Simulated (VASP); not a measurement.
**Ti: single point with LDA**

Ti:

```xyz
3
Lattice="4.6000 0.0000 0.0000 -2.3000 3.9837 0.0000 0.0000 0.0000 2.8200" Properties=species:S:1:pos:R:3 pbc="T T T"
Ti    0.0000    0.0000    0.0000
Ti    0.0000    2.6558    1.4100
Ti    2.3000    1.3279    1.4100
```

```
Program                : VASP 6.6.1
Task                   : single point
Functional             : LDA
Potentials or basis    : VASP PAW LDA potentials, release 64 (Ti_sv)
Cutoff                 : 520 eV
k mesh                 : 8 × 8 × 12
Occupations            : fermi-dirac, width 0.1 eV
Spin                   : no spin polarisation
Dipole correction      : no
Further INCAR settings : ALGO = Normal; EDIFF = 1e-07; NBANDS = 25
```

- Pressure: -9.1 GPa
- Band gap on the k mesh: zero (band 18 reaches 8.23 eV, above the bottom of band 19 at 7.95 eV)

Stress tensor (GPa, compression positive):
```
-9.69  0.00  0.00
 0.00 -9.69  0.00
 0.00  0.00 -7.81
```

Levels at points of the mesh, in eV from the Fermi level:
```tsv
k point	band 16	band 17	band 18	band 19	band 20	band 21
(0.00, 0.00, 0.00)	-0.66	-0.55	-0.55	-0.07	0.62	1.28
(0.50, 0.00, 0.00)	-0.40	-0.38	-0.35	0.07	0.50	1.11
(0.00, 0.00, 0.50)	-1.58	-1.55	-1.55	1.03	1.03	1.25
(0.50, 0.00, 0.50)	-1.11	-0.59	-0.55	0.36	0.85	1.00
```

Run time: 48 s on 1 thread of Intel(R) Xeon(R) Platinum 8488C (Sapphire Rapids), on a shared host, peak memory 0.19 GiB.
